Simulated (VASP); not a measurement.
# Si (P6/mmm) in VASP: a series of runs, part 2 of 2

VASP 6.6.1. The steps go on from the part before.

### 4 Single point, PBE

This run uses another cell than the first one, of 13.12 Å³/atom, 1.087 times its volume.

INCAR reads:

```
SYSTEM = Si
PREC = Accurate
ENCUT = 500
EDIFF = 1E-6
ISMEAR = -1
SIGMA = 0.15
LREAL = .False.
LASPH = .True.
NELM = 120
ALGO = Normal
ISIF = 2
LWAVE = .False.
LCHARG = .False.
GGA = PE
NBANDS = 8
GGA_COMPAT = .False.
```

KPOINTS reads:

```
Automatic mesh
0
Gamma
  13 13 12
  0 0 0
```

POSCAR reads:

```
Si
1.0
    2.5270000000      0.0000000000      0.0000000000
   -1.2635000000      2.1884500000      0.0000000000
    0.0000000000      0.0000000000      2.3730000000
Si
1
Direct
    0.0000000000      0.0000000000      0.0000000000
```

Potentials or basis: VASP PAW PBE potentials, release 64 (Si).

Launch:

```sh
cat potpaw_PBE.64/Si/POTCAR > POTCAR
mpirun -np 1 vasp_std > vasp.out
```

OUTCAR:

```text
SYSTEM = Si
   PREC = Accurate
   ENCUT = 500
   EDIFF = 1E-6
   ISMEAR = -1
   LREAL = .False.
   LASPH = .True.
   NELM = 120
   ISIF = 2
   GGA = PE

 ion  position               nearest neighbor table
   1  0.000  0.000  0.000-

  LATTYP: Found a hexagonal cell.
 ALAT       =     2.5270000000
 C/A-ratio  =     0.9390581717

  Lattice vectors:

 A1 = (   2.5270000000,   0.0000000000,   0.0000000000)
 A2 = (  -1.2635000000,   2.1884500000,   0.0000000000)
 A3 = (   0.0000000000,   0.0000000000,   2.3730000000)

Analysis of symmetry for initial positions (statically):
=====================================================================
 Subroutine PRICEL returns:
 Original cell was already a primitive cell.

 Routine SETGRP: Setting up the symmetry group for a
 hexagonal supercell.

 Subroutine GETGRP returns: Found 24 space group operations
 (whereof 24 operations were pure point group operations)
 out of a pool of 24 trial point group operations.

The static configuration has the point symmetry D_6h.

Analysis of symmetry for dynamics (positions and initial velocities):
=====================================================================
 Subroutine PRICEL returns:
 Original cell was already a primitive cell.

 Routine SETGRP: Setting up the symmetry group for a
 hexagonal supercell.

 Subroutine GETGRP returns: Found 24 space group operations
 (whereof 24 operations were pure point group operations)
 out of a pool of 24 trial point group operations.

The dynamic configuration has the point symmetry D_6h.

 Subroutine INISYM returns: Found 24 space group operations
 (whereof 24 operations are pure point group operations),
 and found     1 'primitive' translations

----------------------------------------------------------------------------------------

[... 109 lines left out ...]
     AMIX     =   0.40;   BMIX     =  1.00
     AMIX_MAG =   1.60;   BMIX_MAG =  1.00
  volume/ion in A,a.u.               =      13.12        88.56
  Fermi-wavevector in a.u.,A,eV,Ry     =   1.101746  2.081999 16.515364  1.213845
  Thomas-Fermi vector in A             =   2.238178
   LORBIT       =      0    0 simple, 1 ext, 2 COOP (PROOUT), +10 PAW based schemes
   GGA     = PE    functional components
   LHFCALC =     F    Hartree Fock is set to
   AEXX    =    0.0000 exact exchange contribution
   IVDW    =     0    specifies the selected vdW correction
   LEPSILON=     F    determine dielectric tensor
   LRPA    =     F    only Hartree local field effects (RPA)
 non-spin polarized calculation
  energy-cutoff  :      500.00
  volume of cell :       13.12
 maximum number of plane-waves:       345
   NGX =  9   NGY =  9   NGZ =  9

 number of electron       3.9999999 magnetization

 Free energy of the ion-electron system (eV)
  ---------------------------------------------------
  ext. energy  EPLUGINS =         0.00000000
  ---------------------------------------------------
  free energy    TOTEN  =        -5.01924221 eV

  energy without entropy =       -4.99138283  energy(sigma->0) =       -5.00531252

 E-fermi :  11.2184     XC(G=0): -11.5262

 val. band max:       11.1646584299   @ k =   0.3846   0.2308   0.3333
 cond. band min:      11.2671126311   @ k =   0.3077   0.2308   0.3333
 fundamental gap:      0.1024542012
 Fermi energy:        11.2183588928

 k-point     1 :       0.0000    0.0000    0.0000
  band No.  band energies     occupation
      1      -3.9710      2.00000
      2      18.8006      0.00000
      3      20.1021      0.00000
      4      22.8002      0.00000
      5      22.8003      0.00000
      6      23.9087      0.00000
      7      23.9088      0.00000
      8      29.5230      0.00000
[... 243 lines left out ...]
 k-point    24 :       0.1538   -0.0000    0.0833
  band No.  band energies     occupation
      1      -3.0793      2.00000
      2      15.5529      0.00000
      3      18.0478      0.00000
      4      20.0919      0.00000
      5      22.0202      0.00000
      6      25.8308      0.00000
      7      28.1100      0.00000
      8      33.7474      0.00000

 [... further k-points ...]

------------------------ aborting loop because EDIFF is reached ----------------------------------------

  FORCE on cell =-STRESS in cart. coord.  units (eV):
  Direction    XX          YY          ZZ          XY          YZ          ZX
  --------------------------------------------------------------------------------------
  -------------------------------------------------------------------------------------
  Total        1.5038945      1.5038997      2.0238149      0.0000000     -0.0000000      0.0000000
  in kB      183.6066194    183.6072578    247.0823675      0.0000000     -0.0000000      0.0000000
  external PRESSURE =     204.7654149 kB  Pullay stress =       0.0000000 kB

 VOLUME and BASIS-vectors are now :
 -----------------------------------------------------------------------------
  energy-cutoff  :      500.00
  volume of cell :       13.12
      direct lattice vectors                 reciprocal lattice vectors
     2.527000000  0.000000000  0.000000000     0.395726157  0.228472206  0.000000000
    -1.263500000  2.188450000  0.000000000     0.000000000  0.456944413  0.000000000
     0.000000000  0.000000000  2.373000000     0.000000000  0.000000000  0.421407501

 POSITION                                       TOTAL-FORCE (eV/Angst)
 -----------------------------------------------------------------------------------
      0.00000      0.00000      0.00000        -0.000000      0.000000      0.000000
 -----------------------------------------------------------------------------------
    total drift:                                0.000000      0.000000      0.000000

  FREE ENERGIE OF THE ION-ELECTRON SYSTEM (eV)
  ---------------------------------------------------
  free  energy   TOTEN  =        -5.0192422088 eV

  energy  without entropy=       -4.9913828337  energy(sigma->0) =       -5.00531252
```

OSZICAR:

```text
N       E                     dE             d eps       ncg     rms          rms(c)
DAV:   1    -0.217717560324E+01   -0.21772E+01   -0.17385E+03  2544   0.363E+02
DAV:   2    -0.501361772887E+01   -0.28364E+01   -0.27299E+01  3416   0.319E+01
DAV:   3    -0.503067097899E+01   -0.17053E-01   -0.17039E-01  2648   0.253E+00
DAV:   4    -0.503068979645E+01   -0.18817E-04   -0.18816E-04  3856   0.865E-02
DAV:   5    -0.503068980072E+01   -0.42667E-08   -0.58469E-08  2632   0.812E-04    0.365E+00
DAV:   6    -0.502373647190E+01    0.69533E-02   -0.17938E-03  2944   0.217E-01    0.212E+00
DAV:   7    -0.501926657905E+01    0.44699E-02   -0.41458E-03  2776   0.350E-01    0.174E-01
DAV:   8    -0.501924788732E+01    0.18692E-04   -0.25816E-04  2880   0.879E-02    0.511E-02
DAV:   9    -0.501924248051E+01    0.54068E-05   -0.17151E-05  3240   0.231E-02    0.212E-02
DAV:  10    -0.501924220883E+01    0.27168E-06   -0.68408E-07  1976   0.609E-03
   1 F= -.50192422E+01 E0= -.50053125E+01  d E =-.278594E-01
```

stdout:

```text
POSCAR found type information on POSCAR Si
 POSCAR found :  1 types and       1 ions
 scaLAPACK will be used
 LDA part: xc-table for (Slater+PW92), standard interpolation
 POSCAR, INCAR and KPOINTS ok, starting setup
 FFT: planning ... GRIDC
 FFT: planning ... GRID_SOFT
 FFT: planning ... GRID
 WAVECAR not read
 entering main loop
```

Wall time 3.8 s (1 thread of Intel Xeon 6975P-C (Granite Rapids), shared host); peak memory 0.12 GiB.

Results:

| Property | Result |
| --- | --- |
| Free energy | -5.0192 eV |
| Pressure | 20.5 GPa |
| Band gap on the k mesh | zero (band 2 reaches 18.80 eV, above the bottom of band 3 at 6.83 eV) |

Levels at points of the mesh, in eV from the Fermi level:
```csv
k point,band 1,band 2,band 3,band 4,band 5,band 6,band 7
"(0.00, 0.00, 0.00)",-15.19,7.58,8.88,11.58,11.58,12.69,12.69
"(0.00, 0.00, 0.50)",-9.68,-8.02,15.73,15.73,15.87,15.87,17.33
```

### 5 The runs side by side

| cell | gap on the mesh (eV) | pressure (GPa) |
| --- | --- | --- |
| a = 2.458, b = 2.458, c = 2.308 Å, angles 90.0, 90.0, 120.0°, 1 atom | none | 39.3 |
| a = 2.493, b = 2.493, c = 2.341 Å, angles 90.0, 90.0, 120.0°, 1 atom | none | 29.0 |
| a = 2.527, b = 2.527, c = 2.373 Å, angles 90.0, 90.0, 120.0°, 1 atom | none | 20.5 |

Alike in all rows: task single point; level PBE; potentials or basis VASP PAW PBE potentials, release 64 (Si); no spin polarisation; k mesh 13 × 13 × 12; cutoff (eV) 500; smearing fermi-dirac 0.15 eV.

Absolute energies hang on the potentials; compare differences alone.
